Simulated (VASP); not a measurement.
Here is a VASP 6.6.1 calculation.

The input INCAR:

```
ALGO = Normal
EDIFF = 1E-7
ENCUT = 520
GGA = PS
ISIF = 2
ISMEAR = 0
IVDW = 12
LASPH = T
LCHARG = F
LREAL = F
LWAVE = F
NBANDS = 11
NELM = 80
PREC = Accurate
SIGMA = 0.03
```

File KPOINTS:

```
k-points
0
Gamma
  18 18 18
```

File POSCAR:

```
C
1.0
    0.0000000000      2.0066218782      3.5391608745
    1.1592904765      0.0000000000      3.5391608745
    1.1592904765      2.0066218782      0.0000000000
C
2
Direct
    0.1667066167      0.8332933833      0.1667066167
    0.8332933833      0.1667066167      0.8332933833
```

Potentials or basis: VASP PAW PBE potentials, release 64 (C).

Command:

```console
$ cat potpaw_PBE.64/C/POTCAR > POTCAR
$ mpirun -np 1 vasp_std > vasp.out
```

Problem. Predict the dispersion energy per atom.

Solution. -0.096 eV.

Problem. Predict the pressure.

Solution. 61.6 GPa.

Forces in eV/Å, atoms in the order of the input:
```
C    0.000 -0.002  0.000
C    0.000  0.002  0.000
```

Caveat: the stress differs along the axes, from -2 to 94 GPa; the PAW data sets were made with another functional, which shifts forces and pressure a little.
